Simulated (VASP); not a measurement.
Cr, 2 atoms in the cell. Symmetry: P6_3/mmc, No. 194, hexagonal system. The conventional cell has a = 2.714 Å, b = 2.714 Å, c = 4.410 Å, α = 90.00°, β = 90.00°, γ = 120.00°. Within 3.6 Å of Cr (site symmetry -6m2) lie 12 Cr at 2.71 Å. This isn't the form of Cr at room conditions, which is bcc.

* Program: VASP 6.6.1
* Task: single point
* Functional: PBE
* Potentials or basis: VASP PAW PBE potentials, release 64 (Cr_pv)
* Cutoff: 520 eV
* k mesh: 11 × 11 × 6
* Occupations: gaussian, width 0.011 eV
* Spin: collinear spin, ferromagnetic start
* Starting moments: [3.0, 3.0] μB
* Dipole correction: no
* Further INCAR settings: ALGO = Normal; EDIFF = 1e-07; NBANDS = 23

Potentials or basis: VASP PAW PBE potentials, release 64 (Cr_pv).

Run with:

```console
$ cat potpaw_PBE.64/Cr_pv/POTCAR > POTCAR
$ mpirun -np 1 vasp_std > vasp.out
```

Hardware: 1 thread of Intel(R) Xeon(R) 6975P-C (Granite Rapids) (shared host).

Question: Estimate the wall time of this run.

Answer: Wall time 2.2 min on 1 thread of Intel(R) Xeon(R) 6975P-C (Granite Rapids) (shared host), peak memory 0.19 GiB. Counts: scf iterations 68, k points 64.
